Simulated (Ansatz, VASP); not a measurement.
**One calculation of Ge, two programs**

INCAR

```
SYSTEM = Ge
PREC     = Accurate       ! precision mode
ENCUT    = 520            ! plane-wave cutoff, eV
EDIFF    = 1E-7           ! SCF threshold, eV
ISMEAR   = 0              ! smearing method
SIGMA    = 0.15           ! smearing width, eV
LREAL    = .FALSE.        ! projectors in reciprocal space
LASPH    = .TRUE.         ! aspherical terms in the spheres
NELM     = 80             ! most SCF steps
ALGO     = Normal         ! electronic algorithm
ISIF     = 2              ! what is computed and relaxed
LWAVE    = .FALSE.        ! write WAVECAR
LCHARG   = .FALSE.        ! write CHGCAR
GGA      = CA             ! functional
NBANDS   = 21             ! bands
```

Contents of KPOINTS:

```
Automatic mesh
0
G
  14 14 14
  0 0 0
```

File POSCAR:

```
Ge
1.0
    0.0000000000      2.7450823156      2.9419727228
    2.7450823156      0.0000000000      2.9419727228
    2.7450823156      2.7450823156      0.0000000000
Ge
2
Direct
    0.5000000000      0.5000000000      0.5000000000
    0.7500000000      0.7500000000      0.7500000000
```

Input for Ansatz:

```yaml
crystal:
  lattice:
    - [0.0, 2.7450823156, 2.9419727228]
    - [2.7450823156, 0.0, 2.9419727228]
    - [2.7450823156, 2.7450823156, 0.0]
  atoms:
    - { symbol: Ge, position: [0.5, 0.5, 0.5] }
    - { symbol: Ge, position: [0.75, 0.75, 0.75] }
basis:
  ecutwfc: 420
kpoints:
  mp_grid: { grid: [14, 14, 14] }
hamiltonian:
  xc: lda
  pseudopotentials: { kind: paw, azcp: { folder: soft_1 } }
scf:
  occupations: { method: gaussian, width: 0.15 }
output:
  forces: true
  stress: true
  eigenvalues: true
```

Change from the starting cell: mode 4 frozen in at +0.000 Å, strain +e along z and -e/2 along x and y +0.0467.

Alike in both runs: task single point; functional LDA; k mesh 14 × 14 × 14; occupations gaussian, width 0.15 eV; no spin polarisation.

|  | VASP | Ansatz |
| --- | --- | --- |
| version | VASP 6.6.1 | Ansatz 0.2.0 |
| potentials or method | VASP PAW LDA potentials, release 64 (Ge_d), cutoff 520 eV | scalar-relativistic, plane waves, PAW |
| valence electrons in the cell | 28 | 28 |

Ansatz gave:

```
gap on the k mesh at the Fermi level (eV)                     : none
pressure (GPa)                                                : 0.2
traceless stress, the component that is largest in VASP (GPa) : -3.80
```

**Question.** Estimate VASP's values.

**Answer.** gap on the k mesh at the Fermi level (eV): none; pressure (GPa): 0.4; traceless stress, the component that is largest in VASP (GPa): -3.80.

Ansatz warns that its potentials were made for another functional, while VASP's fit it. LDA's correlation is that of Perdew and Zunger in VASP and of Perdew and Wang (1992) in Ansatz. A gap of «none» marks a metal or a gap that the smearing closes.
